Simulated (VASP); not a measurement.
# Si (Fd-3m) in VASP: notebook

The runs below take Si through single point, with PBEsol+D3(BJ).

All numbers are computed with VASP 6.6.1; they aren't measurements. Logs are shortened: lines on timing, memory, paths and dates and some standing lists are left out, and cuts for length are marked.

### Step 1. The cell of the first run

Symmetry: Fd-3m, No. 227, cubic system. The conventional cell has a = 5.335 Å, b = 5.335 Å, c = 5.335 Å, α = 90.00°, β = 90.00°, γ = 90.00°. Si (site symmetry -43m) has 4 Si at 2.31 Å within 3.1 Å.

### Step 2. Single point, PBEsol+D3(BJ)

Contents of INCAR:

```
PREC = Accurate ; ENCUT = 500
EDIFF = 1E-6 ; ISMEAR = 0
SIGMA = 0.01 ; LREAL = F
LASPH = T ; NELM = 120
ALGO = Normal ; ISIF = 2
LWAVE = F ; LCHARG = F
GGA = PS ; IVDW = 12
NBANDS = 11 ; GGA_COMPAT = F
```

Contents of KPOINTS:

```
regular mesh
0
Gamma
  6 6 6
```

Contents of POSCAR:

```
Si
1.0
    0.0000000000      2.6675585708      2.6675585708
    2.6675585708      0.0000000000      2.6675585708
    2.6675585708      2.6675585708      0.0000000000
Si
2
Direct
    0.7500000000      0.7500000000      0.7500000000
    0.5000000000      0.5000000000      0.5000000000
```

Potentials or basis: VASP PAW PBE potentials, release 64 (Si).

Launch:

```console
cat potpaw_PBE.64/Si/POTCAR > POTCAR
mpirun -np 1 vasp_std > vasp.out
```

OUTCAR:

```text
PREC = Accurate
   ENCUT = 500
   EDIFF = 1E-6
   ISMEAR = 0
   LREAL = F
   LASPH = T
   NELM = 120
   ISIF = 2
   GGA = PS
   IVDW = 12
 IVDW          = 12

 ion  position               nearest neighbor table
   1  0.750  0.750  0.750-   2 2.31   2 2.31   2 2.31   2 2.31
   2  0.500  0.500  0.500-   1 2.31   1 2.31   1 2.31   1 2.31

  LATTYP: Found a face centered cubic cell.
 ALAT       =     5.3351171416

  Lattice vectors:

 A1 = (   0.0000000000,   2.6675585708,   2.6675585708)
 A2 = (   2.6675585708,   0.0000000000,   2.6675585708)
 A3 = (   2.6675585708,   2.6675585708,   0.0000000000)

Analysis of symmetry for initial positions (statically):
=====================================================================
 Subroutine PRICEL returns:
 Original cell was already a primitive cell.

 Routine SETGRP: Setting up the symmetry group for a
 face centered cubic supercell.

 Subroutine GETGRP returns: Found 48 space group operations
 (whereof 24 operations were pure point group operations)
 out of a pool of 48 trial point group operations.

The static configuration has the point symmetry T_d .
 The point group associated with its full space group is O_h .

Analysis of symmetry for dynamics (positions and initial velocities):
=====================================================================
 Subroutine PRICEL returns:
 Original cell was already a primitive cell.

 Routine SETGRP: Setting up the symmetry group for a
 face centered cubic supercell.

 Subroutine GETGRP returns: Found 48 space group operations
 (whereof 24 operations were pure point group operations)
 out of a pool of 48 trial point group operations.

The dynamic configuration has the point symmetry T_d .
 The point group associated with its full space group is O_h .

 Subroutine INISYM returns: Found 48 space group operations
 (whereof 24 operations are pure point group operations),
 and found     1 'primitive' translations

----------------------------------------------------------------------------------------

                                     Primitive cell

  volume of cell :      37.9640

  direct lattice vectors                    reciprocal lattice vectors
     0.000000000  2.667558571  2.667558571    -0.187437309  0.187437309  0.187437309
     2.667558571  0.000000000  2.667558571     0.187437309 -0.187437309  0.187437309
     2.667558571  2.667558571  0.000000000     0.187437309  0.187437309 -0.187437309

  length of vectors
[... 81 lines left out ...]
   POTIM  = 0.5000    time-step for ionic-motion
   TEBEG  =    0.0;   TEEND  =   0.0 temperature during run
   PSTRESS=    0.0 pullay stress
   NELECT =       8.0000    total number of electrons
   NUPDOWN=      -1.0000    fix difference up-down
   EMIN   =  10.00;   EMAX   =-10.00  energy-range for DOS
   EFERMI =   0.00;   METHOD = LEGACY
   ISMEAR =     0;   SIGMA  =   0.01  broadening in eV -4-tet -1-fermi 0-gaus
   EFERMI_NEDOS =   21; number of points for ismear=-14 and -15
   IALGO  =     38    algorithm
   IMIX   =      4    mixing-type and parameters
     AMIX     =   0.40;   BMIX     =  1.00
     AMIX_MAG =   1.60;   BMIX_MAG =  1.00
  volume/ion in A,a.u.               =      18.98       128.10
  Fermi-wavevector in a.u.,A,eV,Ry     =   0.974199  1.840969 12.912787  0.949063
  Thomas-Fermi vector in A             =   2.104639
   LORBIT       =      0    0 simple, 1 ext, 2 COOP (PROOUT), +10 PAW based schemes
   GGA     = PS    functional components
   LHFCALC =     F    Hartree Fock is set to
   AEXX    =    0.0000 exact exchange contribution
   IVDW    =    12    specifies the selected vdW correction
   LEPSILON=     F    determine dielectric tensor
   LRPA    =     F    only Hartree local field effects (RPA)
 non-spin polarized calculation
 Gauss-broadening in eV      SIGMA  =   0.01
  energy-cutoff  :      500.00
  volume of cell :       37.96
 maximum number of plane-waves:       982
   NGX = 13   NGY = 13   NGZ = 13

 number of electron       8.0000000 magnetization

 Free energy of the ion-electron system (eV)
  ---------------------------------------------------
  ext. energy  EPLUGINS =         0.00000000
  ---------------------------------------------------
  free energy    TOTEN  =       -11.42783330 eV

  energy without entropy =      -11.42783330  energy(sigma->0) =      -11.42783330

 E-fermi :   6.4680     XC(G=0):  -9.7554

 val. band max:        6.3520769987   @ k =   0.0000   0.0000   0.0000
 cond. band min:       6.8255334349   @ k =   0.5000   0.5000   0.0000
 fundamental gap:      0.4734564362
 Fermi energy:         6.4679841072

 k-point     1 :       0.0000    0.0000    0.0000
  band No.  band energies     occupation
      1      -6.0172      2.00000
      2       6.3521      2.00000
      3       6.3521      2.00000
      4       6.3521      2.00000
      5       8.8845      0.00000
      6       8.8845      0.00000
      7       8.8845      0.00000
      8      10.2948      0.00000
      9      14.0625      0.00000
     10      14.0625      0.00000
     11      14.2798      0.00000
[... 197 lines left out ...]
 k-point    16 :      -0.3333    0.5000    0.1667
  band No.  band energies     occupation
      1      -1.5149      2.00000
      2      -1.5149      2.00000
      3       2.4389      2.00000
      4       2.4389      2.00000
      5       8.9938      0.00000
      6       8.9938      0.00000
      7      13.2444      0.00000
      8      13.2444      0.00000
      9      17.2050      0.00000
     10      17.2050      0.00000
     11      19.6902      0.00000

------------------------ aborting loop because EDIFF is reached ----------------------------------------

 Edisp (eV)   -0.56998

 E8    (eV) :    -0.3608

  FORCE on cell =-STRESS in cart. coord.  units (eV):
  Direction    XX          YY          ZZ          XY          YZ          ZX
  --------------------------------------------------------------------------------------
  -------------------------------------------------------------------------------------
  Total       0.88948     0.88948     0.88948    -0.00000     0.00000    -0.00000
  in kB      37.53841    37.53841    37.53841    -0.00000     0.00000    -0.00000
  external pressure =       37.54 kB  Pullay stress =        0.00 kB

 VOLUME and BASIS-vectors are now :
 -----------------------------------------------------------------------------
  energy-cutoff  :      500.00
  volume of cell :       37.96
      direct lattice vectors                 reciprocal lattice vectors
     0.000000000  2.667558571  2.667558571    -0.187437309  0.187437309  0.187437309
     2.667558571  0.000000000  2.667558571     0.187437309 -0.187437309  0.187437309
     2.667558571  2.667558571  0.000000000     0.187437309  0.187437309 -0.187437309

 POSITION                                       TOTAL-FORCE (eV/Angst)
 -----------------------------------------------------------------------------------
      4.00134      4.00134      4.00134        -0.000000     -0.000000     -0.000000
      2.66756      2.66756      2.66756         0.000000      0.000000      0.000000
 -----------------------------------------------------------------------------------
    total drift:                                0.000000      0.000000     -0.000000

  FREE ENERGIE OF THE ION-ELECTRON SYSTEM (eV)
  ---------------------------------------------------
  free  energy   TOTEN  =       -11.9978145338 eV

  energy  without entropy=      -11.9978145338  energy(sigma->0) =      -11.99781453
```

OSZICAR:

```text
N       E                     dE             d eps       ncg     rms          rms(c)
DAV:   1     0.775469630360E+01    0.77547E+01   -0.32601E+03   352   0.580E+02
DAV:   2    -0.111561309387E+02   -0.18911E+02   -0.18226E+02   475   0.875E+01
DAV:   3    -0.116874700669E+02   -0.53134E+00   -0.52992E+00   465   0.127E+01
DAV:   4    -0.116913906536E+02   -0.39206E-02   -0.39202E-02   414   0.137E+00
DAV:   5    -0.116914232397E+02   -0.32586E-04   -0.32586E-04   459   0.115E-01    0.534E+00
DAV:   6    -0.115079299619E+02    0.18349E+00   -0.10401E-01   397   0.130E+00    0.321E+00
DAV:   7    -0.114271492332E+02    0.80781E-01   -0.17879E-01   394   0.180E+00    0.236E-01
DAV:   8    -0.114277591423E+02   -0.60991E-03   -0.70022E-03   403   0.469E-01    0.891E-02
DAV:   9    -0.114278221705E+02   -0.63028E-04   -0.96884E-05   442   0.659E-02    0.597E-02
DAV:  10    -0.114278335725E+02   -0.11402E-04   -0.11581E-05   422   0.186E-02    0.798E-03
DAV:  11    -0.114278333004E+02    0.27216E-06   -0.77992E-07   397   0.437E-03
   1 F= -.11997815E+02 E0= -.11997815E+02  d E =-.353969E-62
```

stdout:

```text
POSCAR found type information on POSCAR Si
 POSCAR found :  1 types and       2 ions
 scaLAPACK will be used
 -----------------------------------------------------------------------------
|                                                                             |
|                                                                             |
|     You enforced a specific xc type in the INCAR file but a different       |
|     I HOPE YOU KNOW WHAT YOU ARE DOING!                                     |
|                                                                             |
 -----------------------------------------------------------------------------

 LDA part: xc-table for (Slater+PW92), standard interpolation
 POSCAR, INCAR and KPOINTS ok, starting setup
 FFT: planning ... GRIDC
 FFT: planning ... GRID_SOFT
 FFT: planning ... GRID
 WAVECAR not read
 entering main loop
```

Wall time 4 s (1 thread of Intel Xeon Platinum 8488C (Sapphire Rapids), shared host); peak memory 0.15 GiB.

Results:

| Item | Value |
| --- | --- |
| Free energy | -11.9978 eV |
| Pressure | 3.8 GPa |
| Band gap on the k mesh | 0.47 eV, indirect (least direct gap 2.53 eV) |
| Dispersion energy per atom | -0.285 eV |

Caveat: the PAW data sets were made with another functional, which shifts forces and pressure a little.

### Step 3. Single point, PBEsol+D3(BJ)

This run uses another cell than the first one, of 19.48 Å³/atom, 1.026 times its volume.

Contents of INCAR:

```
SYSTEM = Si
PREC     = Accurate       ! precision mode
ENCUT    = 500            ! plane-wave cutoff, eV
EDIFF    = 1E-6           ! SCF threshold, eV
ISMEAR   = 0              ! smearing method
SIGMA    = 0.01           ! smearing width, eV
LREAL    = .False.        ! projectors in reciprocal space
LASPH    = .True.         ! aspherical terms in the spheres
NELM     = 120            ! most SCF steps
ALGO     = Normal         ! electronic algorithm
ISIF     = 2              ! what is computed and relaxed
LWAVE    = .False.        ! write WAVECAR
LCHARG   = .False.        ! write CHGCAR
GGA      = PS             ! functional
IVDW     = 12             ! dispersion correction
NBANDS   = 11             ! bands
GGA_COMPAT= .False.
```

Contents of KPOINTS:

```
regular mesh
0
Gamma
  6 6 6
  0 0 0
```

Contents of POSCAR:

```
Si
1.0
    0.0000000000      2.6907558967      2.6907558967
    2.6907558967      0.0000000000      2.6907558967
    2.6907558967      2.6907558967      0.0000000000
Si
2
Direct
    0.7500000000      0.7500000000      0.7500000000
    0.5000000000      0.5000000000      0.5000000000
```

Potentials or basis: VASP PAW PBE potentials, release 64 (Si).

Launch:

```console
cat potpaw_PBE.64/Si/POTCAR > POTCAR
mpirun -np 1 vasp_std > vasp.out
```

OUTCAR:

```text
SYSTEM = Si
   PREC = Accurate
   ENCUT = 500
   EDIFF = 1E-6
   ISMEAR = 0
   LREAL = .False.
   LASPH = .True.
   NELM = 120
   ISIF = 2
   GGA = PS
   IVDW = 12
 IVDW          = 12

 ion  position               nearest neighbor table
   1  0.750  0.750  0.750-   2 2.33   2 2.33   2 2.33   2 2.33
   2  0.500  0.500  0.500-   1 2.33   1 2.33   1 2.33   1 2.33

  LATTYP: Found a face centered cubic cell.
 ALAT       =     5.3815117934

  Lattice vectors:

 A1 = (   0.0000000000,   2.6907558967,   2.6907558967)
 A2 = (   2.6907558967,   0.0000000000,   2.6907558967)
 A3 = (   2.6907558967,   2.6907558967,   0.0000000000)

Analysis of symmetry for initial positions (statically):
=====================================================================
 Subroutine PRICEL returns:
 Original cell was already a primitive cell.

 Routine SETGRP: Setting up the symmetry group for a
 face centered cubic supercell.

 Subroutine GETGRP returns: Found 48 space group operations
 (whereof 24 operations were pure point group operations)
 out of a pool of 48 trial point group operations.

The static configuration has the point symmetry T_d .
[... 163 lines left out ...]
      1      -6.1045      2.00000
      2       6.0789      2.00000
      3       6.0789      2.00000
      4       6.0789      2.00000
      5       8.6025      0.00000
      6       8.6025      0.00000
      7       8.6025      0.00000
      8       9.7173      0.00000
      9      13.7770      0.00000
     10      13.7770      0.00000
     11      13.8976      0.00000
[... 197 lines left out ...]
 k-point    16 :      -0.3333    0.5000    0.1667
  band No.  band energies     occupation
      1      -1.7087      2.00000
      2      -1.7087      2.00000
      3       2.2720      2.00000
      4       2.2720      2.00000
      5       8.7267      0.00000
      6       8.7267      0.00000
      7      12.8769      0.00000
      8      12.8769      0.00000
      9      16.7729      0.00000
     10      16.7729      0.00000
     11      19.2014      0.00000

------------------------ aborting loop because EDIFF is reached ----------------------------------------

 Edisp (eV)   -0.55628

 E8    (eV) :    -0.3522

  FORCE on cell =-STRESS in cart. coord.  units (eV):
  Direction    XX          YY          ZZ          XY          YZ          ZX
  --------------------------------------------------------------------------------------
  -------------------------------------------------------------------------------------
  Total       0.23911     0.23911     0.23911    -0.00000     0.00000     0.00000
  in kB       9.83235     9.83235     9.83235    -0.00000     0.00000     0.00000
  external pressure =        9.83 kB  Pullay stress =        0.00 kB

 VOLUME and BASIS-vectors are now :
 -----------------------------------------------------------------------------
  energy-cutoff  :      500.00
  volume of cell :       38.96
      direct lattice vectors                 reciprocal lattice vectors
     0.000000000  2.690755897  2.690755897    -0.185821390  0.185821390  0.185821390
     2.690755897  0.000000000  2.690755897     0.185821390 -0.185821390  0.185821390
     2.690755897  2.690755897  0.000000000     0.185821390  0.185821390 -0.185821390

 POSITION                                       TOTAL-FORCE (eV/Angst)
 -----------------------------------------------------------------------------------
      4.03613      4.03613      4.03613        -0.000000     -0.000000      0.000000
      2.69076      2.69076      2.69076         0.000000      0.000000     -0.000000
 -----------------------------------------------------------------------------------
    total drift:                                0.000000      0.000000     -0.000000

  FREE ENERGIE OF THE ION-ELECTRON SYSTEM (eV)
  ---------------------------------------------------
  free  energy   TOTEN  =       -12.0123949297 eV

  energy  without entropy=      -12.0123949297  energy(sigma->0) =      -12.01239493
```

OSZICAR:

```text
N       E                     dE             d eps       ncg     rms          rms(c)
DAV:   1     0.809186803632E+01    0.80919E+01   -0.32607E+03   352   0.578E+02
DAV:   2    -0.110840701535E+02   -0.19176E+02   -0.18179E+02   538   0.885E+01
DAV:   3    -0.116976654394E+02   -0.61360E+00   -0.61209E+00   462   0.131E+01
DAV:   4    -0.117020933250E+02   -0.44279E-02   -0.44273E-02   408   0.138E+00
DAV:   5    -0.117021345646E+02   -0.41240E-04   -0.41239E-04   443   0.124E-01    0.517E+00
DAV:   6    -0.115317268688E+02    0.17041E+00   -0.94141E-02   394   0.124E+00    0.310E+00
DAV:   7    -0.114554253886E+02    0.76301E-01   -0.16535E-01   394   0.172E+00    0.209E-01
DAV:   8    -0.114560426888E+02   -0.61730E-03   -0.64361E-03   409   0.448E-01    0.852E-02
DAV:   9    -0.114561081125E+02   -0.65424E-04   -0.97717E-05   433   0.654E-02    0.584E-02
DAV:  10    -0.114561196232E+02   -0.11511E-04   -0.11532E-05   425   0.186E-02    0.753E-03
DAV:  11    -0.114561193871E+02    0.23608E-06   -0.74513E-07   387   0.430E-03
   1 F= -.12012395E+02 E0= -.12012395E+02  d E =-.127728E-16
```

stdout:

```text
POSCAR found type information on POSCAR Si
 POSCAR found :  1 types and       2 ions
 scaLAPACK will be used
 -----------------------------------------------------------------------------
|                                                                             |
|                                                                             |
|     You enforced a specific xc type in the INCAR file but a different       |
|     I HOPE YOU KNOW WHAT YOU ARE DOING!                                     |
|                                                                             |
 -----------------------------------------------------------------------------

 LDA part: xc-table for (Slater+PW92), standard interpolation
 POSCAR, INCAR and KPOINTS ok, starting setup
 FFT: planning ... GRIDC
 FFT: planning ... GRID_SOFT
 FFT: planning ... GRID
 WAVECAR not read
 entering main loop
```

It took 3.9 s on 1 thread of Intel Xeon Platinum 8488C (Sapphire Rapids), shared host; peak memory 0.15 GiB.

What came out:

```yaml
Free_energy: -12.0124 eV
Pressure: 1.0 GPa
Band_gap_on_the_k_mesh: 0.53 eV, indirect (least direct gap 2.52 eV)
Dispersion_energy_per_atom: -0.278 eV
```

Levels at points of the mesh, in eV from the valence-band top:
| k point | band 1 | band 2 | band 3 | band 4 | band 5 | band 6 | band 7 | band 8 |
| --- | --- | --- | --- | --- | --- | --- | --- | --- |
| (0.00, 0.00, 0.00) | -12.18 | 0.00 | 0.00 | 0.00 | 2.52 | 2.52 | 2.52 | 3.64 |
| (0.50, 0.00, 0.00) | -9.76 | -7.15 | -1.23 | -1.23 | 1.56 | 3.25 | 3.25 | 7.54 |
| (0.50, 0.50, 0.00) | -7.92 | -7.92 | -2.95 | -2.95 | 0.53 | 0.53 | 10.30 | 10.30 |

Caveat: the PAW data sets were made with another functional, which shifts forces and pressure a little. Expect the measured gap to be larger: semilocal functionals such as PBEsol lack the derivative discontinuity.

### Step 4. Single point, PBEsol+D3(BJ)

This run uses another cell than the first one, of 19.98 Å³/atom, 1.053 times its volume.

Contents of INCAR:

```
SYSTEM = Si
PREC = Accurate
ENCUT = 500
EDIFF = 1E-6
ISMEAR = 0
SIGMA = 0.01
LREAL = .FALSE.
LASPH = .TRUE.
NELM = 120
ALGO = Normal
ISIF = 2
LWAVE = .FALSE.
LCHARG = .FALSE.
GGA = PS
IVDW = 12
NBANDS = 11
GGA_COMPAT = .FALSE.
```

Contents of KPOINTS:

```
regular mesh
0
G
  6 6 6
  0 0 0
```

Contents of POSCAR:

```
Si
1.0
    0.0000000000      2.7135600000      2.7135600000
    2.7135600000      0.0000000000      2.7135600000
    2.7135600000      2.7135600000      0.0000000000
Si
2
Direct
    0.7500000000      0.7500000000      0.7500000000
    0.5000000000      0.5000000000      0.5000000000
```

Launch:

```console
cat potpaw_PBE.64/Si/POTCAR > POTCAR
mpirun -np 1 vasp_std > vasp.out
```

Run time: 4 s. Hardware: 1 thread of Intel Xeon Platinum 8488C (Sapphire Rapids), shared host; peak memory 0.15 GiB.

The run converged. Its results:

* Free energy: -12.0109 eV
* Pressure: -1.4 GPa
* Band gap on the k mesh: 0.58 eV, indirect (least direct gap 2.51 eV)
* Dispersion energy per atom: -0.272 eV

Levels at points of the mesh, in eV from the valence-band top:
```csv
k point,band 1,band 2,band 3,band 4,band 5,band 6,band 7,band 8,band 9
"(0.00, 0.00, 0.00)",-12.01,0.00,0.00,0.00,2.51,2.51,2.51,3.35,7.68
"(0.50, 0.00, 0.00)",-9.65,-7.03,-1.21,-1.21,1.47,3.27,3.27,7.51,10.51
"(0.50, 0.50, 0.00)",-7.84,-7.84,-2.88,-2.88,0.58,0.58,10.08,10.08,10.94
```

Caveat: the PAW data sets were made with another functional, which shifts forces and pressure a little. A k mesh can miss the band edges.

### Step 5. Summary

```csv
cell,gap on the mesh (eV),pressure (GPa)
"a = 3.772 Å, angles 60.0°, 2 atoms",0.47,3.8
"a = 3.805 Å, angles 60.0°, 2 atoms",0.53,1.0
"a = 3.838 Å, angles 60.0°, 2 atoms",0.58,-1.4
```

Alike in all rows: task single point; level PBEsol+D3(BJ); potentials or basis VASP PAW PBE potentials, release 64 (Si); no spin polarisation; k mesh 6 × 6 × 6; cutoff (eV) 500; smearing gaussian 0.01 eV.

Caveats: the PAW data sets were made with another functional, which shifts forces and pressure a little.

Total energies depend on the potentials used, so only differences within one code and one set of settings carry meaning.
